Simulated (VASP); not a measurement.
The system is HfBeC2N.

```
Hf Be C N
1.0
     3.43608    0.00000    0.00000
     0.00000    3.43608    0.00000
     0.00000    0.00000    3.83735
Hf Be C N
1 1 2 1
Direct
  0.50000 0.50000 0.50000
  0.00000 0.00000 0.00000
  0.50000 0.00000 0.00000
  0.00000 0.50000 0.00000
  0.00000 0.00000 0.50000
```

```yaml
Program: VASP 6.6.1
Task: relaxation of cell and atoms
Functional: PBE
Potentials_or_basis: VASP PAW PBE potentials, release 64 (Hf_pv, Be, C, N)
Cutoff: 600 eV
k_mesh: 12 × 12 × 10
Occupations: gaussian, width 0.1 eV
Spin: no spin polarisation
```

At the start: pressure -1.5 GPa; volume 9.06 Å³/atom.

Task: Where does the relaxation end?

Result: Over 19 steps the energy falls by 20.3 meV/atom and the volume is 9.33 Å³/atom (+3.0 %); space group P4/mmm (No. 123, to 0.1 Å) before and after.

The path:
| step | energy change (eV) | largest force (eV/Å) | pressure (GPa) | volume (Å³) |
| --- | --- | --- | --- | --- |
| 1 | 0.0000 | 0.0000 | -1.48 | 45.31 |
| 2 | -0.0032 | 0.0000 | 1.06 | 44.76 |
| 3 | -0.0033 | 0.0000 | 0.69 | 44.84 |
| 4 | -0.0063 | 0.0000 | 0.73 | 44.87 |
| 5 | -0.0163 | 0.0000 | 1.01 | 44.93 |
| 6 | -0.0467 | 0.0000 | 2.25 | 45.01 |
| 7 | -0.0631 | 0.0000 | 7.55 | 45.00 |
| 8 | -0.0754 | 0.0000 | 5.09 | 45.03 |
| 9 | -0.0749 | 0.0000 | 5.62 | 45.03 |
| 10 | -0.0755 | 0.0000 | 5.60 | 45.05 |
| 11 | -0.0771 | 0.0000 | 5.56 | 45.13 |
| 12 | -0.0795 | 0.0000 | 5.50 | 45.27 |
| 13 | -0.0804 | 0.0000 | 5.45 | 45.55 |
| 14 | -0.0808 | 0.0000 | 5.47 | 45.46 |
| 15 | -0.0837 | 0.0000 | 5.02 | 45.54 |
| 16 | -0.0910 | 0.0000 | 3.83 | 45.80 |
| 17 | -0.0998 | 0.0000 | 1.48 | 46.32 |
| 18 | -0.0947 | 0.0000 | -2.91 | 47.37 |
| 19 | -0.1014 | 0.0000 | 0.02 | 46.67 |

Final structure:
```cif
data_structure
_symmetry_space_group_name_H-M 'P 1'
_symmetry_Int_Tables_number 1
_cell_length_a 3.2828
_cell_length_b 3.2828
_cell_length_c 4.3302
_cell_angle_alpha 90.000
_cell_angle_beta 90.000
_cell_angle_gamma 90.000
_cell_volume 46.67
loop_
_atom_site_label
_atom_site_type_symbol
_atom_site_fract_x
_atom_site_fract_y
_atom_site_fract_z
_atom_site_occupancy
Hf1 Hf 0.50000 0.50000 0.50000 1
Be1 Be 0.00000 0.00000 0.00000 1
C1 C 0.50000 0.00000 0.00000 1
C2 C 0.00000 0.50000 0.00000 1
N1 N 0.00000 0.00000 0.50000 1
```

Caveat: an odd number of electrons without spin polarisation forces a metal; a magnetic or distorted state may lie lower.
